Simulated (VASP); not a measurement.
# Ti4H in VASP: further runs

Ti4H is run at these levels: PBE; tasks: single point.

Everything below comes from runs of VASP 6.6.1. Logs are shortened: lines on timing, memory, paths and dates and some standing lists are left out, and cuts for length are marked.

**1. The cell of the first run**

The cell holds a slab with vacuum, 5 atoms: a = 3.255 Å, b = 3.255 Å, c = 20.179 Å, α = 90.00°, β = 90.00°, γ = 90.00°.

**2. Single point, PBE**

The input, INCAR:

```
SYSTEM = Ti4H
  ALGO = Normal
  DIPOL = 0.5 0.5 0.356
  EDIFF = 1E-6
  ENCUT = 520
  GGA = PE
  IDIPOL = 3
  ISIF = 2
  ISMEAR = 0
  LASPH = .True.
  LCHARG = .False.
  LDIPOL = .True.
  LREAL = .False.
  LWAVE = .False.
  NBANDS = 32
  NELM = 80
  PREC = Accurate
  SIGMA = 0.1
```

The input, KPOINTS:

```
k-points
0
Gamma
  8 8 1
  0 0 0
```

The input, POSCAR:

```
Ti4H
1.0
    3.2553359259      0.0000000000      0.0000000000
    0.0000000000      3.2553359259      0.0000000000
    0.0000000000      0.0000000000     20.1793674375
Ti H
4 1
Direct
    0.5000000000      0.5000000000      0.1982222690
    0.0000000000      0.0000000000      0.2788822782
    0.5000000000      0.5000000000      0.3551865247
    0.0000000000      0.0000000000      0.4301109767
    0.0000000000      0.0000000000      0.5160594791
```

Potentials or basis: VASP PAW PBE potentials, release 64 (Ti_sv, H).

On the command line:

```
cat potpaw_PBE.64/Ti_sv/POTCAR potpaw_PBE.64/H/POTCAR > POTCAR
mpirun -np 1 vasp_std > vasp.out
```

OUTCAR:

```text
SYSTEM = Ti4H
   EDIFF = 1E-6
   ENCUT = 520
   GGA = PE
   ISIF = 2
   ISMEAR = 0
   LASPH = .True.
   LREAL = .False.
   NELM = 80
   PREC = Accurate

 ion  position               nearest neighbor table
   1  0.500  0.500  0.198-   2 2.82   2 2.82   2 2.82   2 2.82
   2  0.000  0.000  0.279-   3 2.77   3 2.77   3 2.77   3 2.77   1 2.82   1 2.82   1 2.82   1 2.82

   3  0.500  0.500  0.355-   4 2.75   4 2.75   4 2.75   4 2.75   2 2.77   2 2.77   2 2.77   2 2.77

   4  0.000  0.000  0.430-   5 1.73   3 2.75   3 2.75   3 2.75   3 2.75
   5  0.000  0.000  0.516-   4 1.73

  LATTYP: Found a simple tetragonal cell.
 ALAT       =     3.2553359259
 C/A-ratio  =     6.1988587036

  Lattice vectors:

 A1 = (   3.2553359259,   0.0000000000,   0.0000000000)
 A2 = (   0.0000000000,   3.2553359259,   0.0000000000)
 A3 = (   0.0000000000,   0.0000000000,  20.1793674375)

Analysis of symmetry for initial positions (statically):
=====================================================================
 Subroutine PRICEL returns:
 Original cell was already a primitive cell.

 Routine SETGRP: Setting up the symmetry group for a
 simple tetragonal supercell.

 Subroutine GETGRP returns: Found  8 space group operations
 (whereof  8 operations were pure point group operations)
 out of a pool of 16 trial point group operations.

The static configuration has the point symmetry C_4v.

Analysis of symmetry for dynamics (positions and initial velocities):
=====================================================================
 Subroutine PRICEL returns:
 Original cell was already a primitive cell.

 Routine SETGRP: Setting up the symmetry group for a
 simple tetragonal supercell.

 Subroutine GETGRP returns: Found  8 space group operations
 (whereof  8 operations were pure point group operations)
 out of a pool of 16 trial point group operations.

The dynamic configuration has the point symmetry C_4v.

 Subroutine INISYM returns: Found  8 space group operations
 (whereof  8 operations are pure point group operations),
 and found     1 'primitive' translations

----------------------------------------------------------------------------------------

                                     Primitive cell

  volume of cell :     213.8450

  direct lattice vectors                    reciprocal lattice vectors
     3.255335926  0.000000000  0.000000000     0.307187959  0.000000000  0.000000000
     0.000000000  3.255335926  0.000000000     0.000000000  0.307187959  0.000000000
     0.000000000  0.000000000 20.179367438     0.000000000  0.000000000  0.049555567

  length of vectors
     3.255335926  3.255335926 20.179367438     0.307187959  0.307187959  0.049555567

  position of ions in fractional coordinates (direct lattice)
     0.500000000  0.500000000  0.198222269
     0.000000000  0.000000000  0.278882278
     0.500000000  0.500000000  0.355186525
     0.000000000  0.000000000  0.430110977
     0.000000000  0.000000000  0.516059479

  ion indices of the primitive-cell ions
   primitive index   ion index
                 1           1
                 2           2
                 3           3
                 4           4
                 5           5

----------------------------------------------------------------------------------------

 KPOINTS: k-points

Automatic generation of k-mesh.
 Grid dimensions read from file:
 generate k-points for:    8    8    1

 Generating k-lattice:

  Cartesian coordinates                     Fractional coordinates (reciprocal lattice)
     0.038398495  0.000000000  0.000000000     0.125000000  0.000000000  0.000000000
     0.000000000  0.038398495  0.000000000     0.000000000  0.125000000  0.000000000
     0.000000000  0.000000000  0.049555567     0.000000000  0.000000000  1.000000000

  Length of vectors
     0.038398495  0.038398495  0.049555567

  Shift w.r.t. Gamma in fractional coordinates (k-lattice)
     0.000000000  0.000000000  0.000000000

 Subroutine IBZKPT returns following result:
 ===========================================

 Found     15 irreducible k-points:

 Following reciprocal coordinates:
            Coordinates               Weight
  0.000000  0.000000  0.000000      1.000000
  0.125000  0.000000  0.000000      4.000000
  0.250000  0.000000  0.000000      4.000000
  0.375000  0.000000  0.000000      4.000000
  0.500000  0.000000  0.000000      2.000000
  0.125000  0.125000  0.000000      4.000000
  0.250000  0.125000  0.000000      8.000000
  0.375000  0.125000  0.000000      8.000000
  0.500000  0.125000  0.000000      4.000000
  0.250000  0.250000  0.000000      4.000000
  0.375000  0.250000  0.000000      8.000000
  0.500000  0.250000  0.000000      4.000000
  0.375000  0.375000  0.000000      4.000000
  0.500000  0.375000  0.000000      4.000000
  0.500000  0.500000  0.000000      1.000000
   k-points           NKPTS =     15   k-points in BZ     NKDIM =     15   number of bands    NBANDS=     32
   number of dos      NEDOS =    301   number of ions     NIONS =      5
   total plane-waves  NPLWV =  86400
   dimension x,y,z NGX =    24 NGY =   24 NGZ =  150
   dimension x,y,z NGXF=    48 NGYF=   48 NGZF=  300
   ions per type =               4   1
   NGX,Y,Z   is equivalent  to a cutoff of  12.26, 12.26, 12.36 a.u.
   NGXF,Y,Z  is equivalent  to a cutoff of  24.51, 24.51, 24.72 a.u.
 SYSTEM =  Ti4H
   PREC   = accura    normal or accurate (medium, high low for compatibility)
   ISTART =      0    job   : 0-new  1-cont  2-samecut
   ICHARG =      2    charge: 1-file 2-atom 10-const
   ISPIN  =      1    spin polarized calculation?
   LNONCOLLINEAR =      F non collinear calculations
   LSORBIT =      F    spin-orbit coupling
   LASPH  =      T    aspherical Exc in radial PAW
   ENCUT  =  520.0 eV  38.22 Ry    6.18 a.u.   6.05  6.05 37.52*2*pi/ulx,y,z
   NELM   =     80;   NELMIN=  2; NELMDL= -5     # of ELM steps
   EDIFF  = 0.1E-05   stopping-criterion for ELM
   LREAL  =      F    real-space projection
[... 7 lines left out ...]
   TEBEG  =    0.0;   TEEND  =   0.0 temperature during run
   PSTRESS=    0.0 pullay stress
   NELECT =      49.0000    total number of electrons
   NUPDOWN=      -1.0000    fix difference up-down
   EMIN   =  10.00;   EMAX   =-10.00  energy-range for DOS
   EFERMI =   0.00;   METHOD = LEGACY
   ISMEAR =     0;   SIGMA  =   0.10  broadening in eV -4-tet -1-fermi 0-gaus
   EFERMI_NEDOS =   21; number of points for ismear=-14 and -15
   IALGO  =     38    algorithm
   IMIX   =      4    mixing-type and parameters
     AMIX     =   0.40;   BMIX     =  1.00
     AMIX_MAG =   1.60;   BMIX_MAG =  1.00
  volume/ion in A,a.u.               =      42.77       288.62
  Fermi-wavevector in a.u.,A,eV,Ry     =   1.001783  1.893096 13.654397  1.003570
  Thomas-Fermi vector in A             =   2.134228
   LORBIT       =      0    0 simple, 1 ext, 2 COOP (PROOUT), +10 PAW based schemes
   GGA     = PE    functional components
   LHFCALC =     F    Hartree Fock is set to
   AEXX    =    0.0000 exact exchange contribution
   IVDW    =     0    specifies the selected vdW correction
   LEPSILON=     F    determine dielectric tensor
   LRPA    =     F    only Hartree local field effects (RPA)
 non-spin polarized calculation
 Gauss-broadening in eV      SIGMA  =   0.10
  energy-cutoff  :      520.00
  volume of cell :      213.85
 maximum number of plane-waves:      5808
   NGX = 13   NGY = 13   NGZ = 75

 dipolmoment           0.000000      0.000000     -0.160477 electrons x Angstroem

 number of electron      49.0000022 magnetization

 dipolmoment           0.000000      0.000000      0.214103 electrons x Angstroem

 Free energy of the ion-electron system (eV)
  ---------------------------------------------------
  ext. energy  EPLUGINS =         0.00000000
  ---------------------------------------------------
  free energy    TOTEN  =       -31.62378802 eV

  energy without entropy =      -31.58014755  energy(sigma->0) =      -31.60196778

 E-fermi :  -0.6613     XC(G=0):  -4.9054

 val. band max:       -0.6639077337   @ k =   0.3750   0.0000   0.0000
 cond. band min:      -0.6560687036   @ k =   0.3750   0.3750   0.0000
 fundamental gap:      0.0078390301
 Fermi energy:        -0.6612951241

 k-point     1 :       0.0000    0.0000    0.0000
  band No.  band energies     occupation
      1     -57.7276      2.00000
      2     -57.2859      2.00000
      3     -57.0000      2.00000
      4     -56.7984      2.00000
      5     -34.0769      2.00000
      6     -33.8862      2.00000
[... 24 lines left out ...]
     31       1.0374      0.00000
     32       1.1489      0.00000

 k-point     2 :       0.1250    0.0000    0.0000
  band No.  band energies     occupation
      1     -57.7255      2.00000
      2     -57.2825      2.00000
      3     -56.9961      2.00000
      4     -56.8019      2.00000
      5     -34.0782      2.00000
      6     -33.9069      2.00000
[... 24 lines left out ...]
     31       0.7691      0.00000
     32       1.2618      0.00000

 k-point     3 :       0.2500    0.0000    0.0000
  band No.  band energies     occupation
      1     -57.7206      2.00000
      2     -57.2743      2.00000
      3     -56.9858      2.00000
      4     -56.8113      2.00000
      5     -34.0823      2.00000
      6     -33.9554      2.00000
[... 24 lines left out ...]
     31       0.6735      0.00000
     32       1.4712      0.00000

 k-point     4 :       0.3750    0.0000    0.0000
  band No.  band energies     occupation
      1     -57.7156      2.00000
      2     -57.2661      2.00000
      3     -56.9740      2.00000
      4     -56.8222      2.00000
      5     -34.0878      2.00000
      6     -34.0023      2.00000
[... 339 lines left out ...]
     31       1.1762      0.00000
     32       1.1934      0.00000

 k-point    14 :       0.5000    0.3750    0.0000
  band No.  band energies     occupation
      1     -57.7052      2.00000
      2     -57.2540      2.00000
      3     -56.9594      2.00000
      4     -56.8180      2.00000
      5     -34.0511      2.00000
      6     -34.0114      2.00000
[... 24 lines left out ...]
     31       1.2590      0.00000
     32       1.6393      0.00000

 k-point    15 :       0.5000    0.5000    0.0000
  band No.  band energies     occupation
      1     -57.7038      2.00000
      2     -57.2526      2.00000
      3     -56.9578      2.00000
      4     -56.8164      2.00000
      5     -34.0401      2.00000
      6     -34.0124      2.00000
[... 24 lines left out ...]
     31       1.9364      0.00000
     32       2.1171      0.00000

------------------------ aborting loop because EDIFF is reached ----------------------------------------

 vacuum level on the upper side and lower side of the slab       (xc-potential included)         1.770        -1.901

  FORCE on cell =-STRESS in cart. coord.  units (eV):
  Direction    XX          YY          ZZ          XY          YZ          ZX
  --------------------------------------------------------------------------------------
  -------------------------------------------------------------------------------------
  Total       -1.7255710     -1.7255710     -0.2810050      0.0000000      0.0000000      0.0000000
  in kB      -12.9283844    -12.9283844     -2.1053554      0.0000000      0.0000000      0.0000000
  external PRESSURE =      -9.3207080 kB  Pullay stress =       0.0000000 kB

 VOLUME and BASIS-vectors are now :
 -----------------------------------------------------------------------------
  energy-cutoff  :      520.00
  volume of cell :      213.85
      direct lattice vectors                 reciprocal lattice vectors
     3.255335926  0.000000000  0.000000000     0.307187959  0.000000000  0.000000000
     0.000000000  3.255335926  0.000000000     0.000000000  0.307187959  0.000000000
     0.000000000  0.000000000 20.179367438     0.000000000  0.000000000  0.049555567

 POSITION                                       TOTAL-FORCE (eV/Angst)
 -----------------------------------------------------------------------------------
      1.62767      1.62767      4.00000         0.000000     -0.000000      0.707439
      0.00000      0.00000      5.62767         0.000000      0.000000     -0.555768
      1.62767      1.62767      7.16744         0.000000     -0.000000     -0.864346
      0.00000      0.00000      8.67937         0.000000      0.000000      0.688972
      0.00000      0.00000     10.41375         0.000000      0.000000      0.023703
 -----------------------------------------------------------------------------------
    total drift:                                0.000000      0.000000     -0.000265

  FREE ENERGIE OF THE ION-ELECTRON SYSTEM (eV)
  ---------------------------------------------------
  free  energy   TOTEN  =       -31.6237880222 eV

  energy  without entropy=      -31.5801475456  energy(sigma->0) =      -31.60196778

 vacuum level on the upper side and lower side of the slab         6.175         2.397
```

Wall time 93 s (1 thread of Intel Xeon 6975P-C (Granite Rapids), shared host); peak memory 0.31 GiB.

Results:

| Property | Result |
| --- | --- |
| Free energy | -31.6238 eV |
| Largest force | 0.864 eV/Å |

Forces in eV/Å, atoms in the order of the input:
```
Ti   0.000  0.000  0.707
Ti   0.000  0.000 -0.556
Ti   0.000  0.000 -0.864
Ti   0.000  0.000  0.689
H    0.000  0.000  0.024
```

(Continued in part 2 of 2.)
